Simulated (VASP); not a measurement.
A run of VASP 6.6.1 is set up as follows.

The input INCAR:

```
SYSTEM = Li3H8
PREC = Accurate
ENCUT = 520
EDIFF = 1E-7
ISMEAR = 0
SIGMA = 0.1
LREAL = .False.
LASPH = .True.
NELM = 100
ALGO = Normal
ISIF = 2
LWAVE = .False.
LCHARG = .False.
GGA = PE
NBANDS = 20
```

The input KPOINTS:

```
Automatic mesh
0
Gamma
  12 12 12
  0 0 0
```

Contents of POSCAR:

```
Li3H8
1.0
    2.1008205876      1.2129093318      5.0600828041
   -2.1008205876      1.2129093318      5.0600828041
    0.0000000000     -2.4258186635      5.0600828041
Li H
3 8
Direct
    0.5859369855      0.5859369855      0.5859369855
    0.4140630145      0.4140630145      0.4140630145
    0.0000000000      0.0000000000      0.0000000000
    0.0000000000      0.0000000000      0.5000000000
    0.5000000000      0.0000000000      0.0000000000
    0.0000000000      0.5000000000      0.0000000000
    0.8329973194      0.8329973194      0.8329973194
    0.1670026806      0.1670026806      0.1670026806
    0.5000000000      0.5000000000      0.0000000000
    0.0000000000      0.5000000000      0.5000000000
    0.5000000000      0.0000000000      0.5000000000
```

Potentials or basis: VASP PAW PBE potentials, release 64 (Li_sv, H).

Command:

```bash
$ cat potpaw_PBE.64/Li_sv/POTCAR potpaw_PBE.64/H/POTCAR > POTCAR
$ mpirun -np 1 vasp_std > vasp.out
```

(1) Estimate the band gap on the k mesh.

(2) Predict the largest force.

Answers

(1) zero (an odd number of electrons rules out a gap without spin polarisation).

(2) 0.007 eV/Å.

Caveat: an odd number of electrons without spin polarisation forces a metal; a magnetic or distorted state may lie lower.
